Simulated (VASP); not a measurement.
Mn:

```
Mn
1.0
     2.33246    0.00000    0.00000
     0.00000    2.33246    0.00000
     0.00000    0.00000    2.33246
Mn
1
Direct
  0.00000 0.00000 0.00000
```

This isn't the form of Mn at room conditions, which is a 58-atom cubic cell.

* Program: VASP 6.6.1
* Task: relaxation of cell and atoms
* Functional: PBEsol
* Potentials or basis: VASP PAW PBE potentials, release 64 (Mn_pv)
* Cutoff: 500 eV
* k mesh: 13 × 13 × 13
* Occupations: fermi-dirac, width 0.1 eV
* Spin: no spin polarisation

At the start: pressure -19.3 GPa; volume 12.69 Å³/atom.

Task: Where does the relaxation end?

Result: Over 4 steps the energy falls by 81.4 meV/atom and the volume is 11.46 Å³/atom (-9.7 %); space group Pm-3m (No. 221, to 0.1 Å) before and after.

Step by step:
```
step  energy change (eV)  largest force (eV/Å)  pressure (GPa)  volume (Å³)
   1              0.0000                0.0000          -19.33        12.69
   2              0.0717                0.0000           39.87        10.08
   3             -0.0813                0.0000           -0.72        11.49
   4             -0.0814                0.0000           -0.11        11.46
```

Final structure:
```cif
data_structure
_symmetry_space_group_name_H-M 'P 1'
_symmetry_Int_Tables_number 1
_cell_length_a 2.2548
_cell_length_b 2.2548
_cell_length_c 2.2548
_cell_angle_alpha 90.000
_cell_angle_beta 90.000
_cell_angle_gamma 90.000
_cell_volume 11.46
loop_
_atom_site_label
_atom_site_type_symbol
_atom_site_fract_x
_atom_site_fract_y
_atom_site_fract_z
_atom_site_occupancy
Mn1 Mn 0.00000 0.00000 0.00000 1
```

Caveat: the PAW data sets were made with another functional, which shifts forces and pressure a little; the run has no spin polarisation, though such a crystal can be magnetic.
